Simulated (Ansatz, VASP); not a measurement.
Ni: VASP beside Ansatz

```
Ni
1.0
     2.79260    0.00000    0.00000
     0.00000    2.79260    0.00000
     0.00000    0.00000    2.79260
Ni
2
Cartesian
  0.0000 0.0000 0.0000
  1.3963 1.3963 1.3963
```

Alike in both runs: functional PBE; k mesh 11 × 11 × 11; occupations fermi-dirac, width 0.05 eV; collinear spin.

Ansatz relaxed the structure, and its values are those at the end. VASP's run is a single point on that final structure, the one shown.

```csv
,VASP,Ansatz
version,VASP 6.6.1,Ansatz 0.2.0
potentials or method,"VASP PAW PBE potentials, release 64 (Ni), cutoff 520 eV","plane waves (420 eV) with PAW, scalar-relativistic"
valence electrons in the cell,20,36
```

|  | VASP | Ansatz | Ansatz less VASP |
| --- | --- | --- | --- |
| pressure (GPa) | 0.0 | 0.0 | -0.01 |
| net moment per atom (μB) | 0.00 | 0.00 | 0.000 |

VASP's potentials hold 20 valence electrons a cell and Ansatz's 36, so a difference there can come from the potentials and not from the codes. Ansatz's warnings: seeded moment not kept.
